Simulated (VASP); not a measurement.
Set up this calculation in VASP 6.6.1, as the native input.

```yaml
Task: single point
Functional: r2SCAN
Potentials_or_basis: VASP PAW PBE potentials, release 64 (Na_pv, F)
Cutoff: 520 eV
k_mesh: 8 × 8 × 8
Occupations: gaussian, width 0.01 eV
Spin: no spin polarisation
Dipole_correction: no
Further_INCAR_settings: ALGO = Normal; EDIFF = 1e-07; NBANDS = 14
```

NaF:

```
Na F
1.0
     0.00844    2.53970    2.53970
     2.53970    0.00844    2.53970
     2.53970    2.53970    0.00844
Na F
1 1
Direct
  0.00038 0.00038 0.00038
  0.24962 0.24962 0.24962
```

This cell differs from its parent crystal: strain along [111] +0.5%.

The input as run:

POSCAR

```
NaF
1.0
    0.0084375378      2.5396988893      2.5396988893
    2.5396988893      0.0084375378      2.5396988893
    2.5396988893      2.5396988893      0.0084375378
Na F
1 1
Direct
    0.0003809637      0.0003809637      0.0003809637
    0.2496190363      0.2496190363      0.2496190363
```

INCAR.step1

```
PREC = Accurate ; ENCUT = 520
ISMEAR = 0 ; SIGMA = 0.01
LREAL = False ; LASPH = True
NELM = 100 ; NBANDS = 14
GGA = PE ; ALGO = Normal
EDIFF = 1E-4 ; LWAVE = True
LCHARG = False
```

INCAR.step2

```
PREC = Accurate ; ENCUT = 520
EDIFF = 1E-7 ; ISMEAR = 0
SIGMA = 0.01 ; LREAL = False
LASPH = True ; NELM = 100
ALGO = Normal ; ISIF = 2
LWAVE = False ; LCHARG = False
METAGGA = R2SCAN ; LMIXTAU = True
NBANDS = 14 ; ISTART = 1
```

KPOINTS

```
regular mesh
0
Gamma
  8 8 8
```

Potentials or basis: VASP PAW PBE potentials, release 64 (Na_pv, F).

The run is started by

```sh
$ cat potpaw_PBE.64/Na_pv/POTCAR potpaw_PBE.64/F/POTCAR > POTCAR
$ cp INCAR.step1 INCAR
$ mpirun -np 1 vasp_std > vasp.out
$ cp INCAR.step2 INCAR
$ mpirun -np 1 vasp_std > vasp.out
```

Results of the run:

- Pressure: -0.5 GPa
- Band gap on the k mesh: 6.25 eV, direct

Caveat: the cell differs from its parent crystal (strain along [111] +0.5%); the PAW data sets were made with another functional, which shifts forces and pressure a little.

Run time: 2.1 min on 1 thread of Intel(R) Xeon(R) Platinum 8488C (Sapphire Rapids) (shared host), peak memory 0.17 GiB.
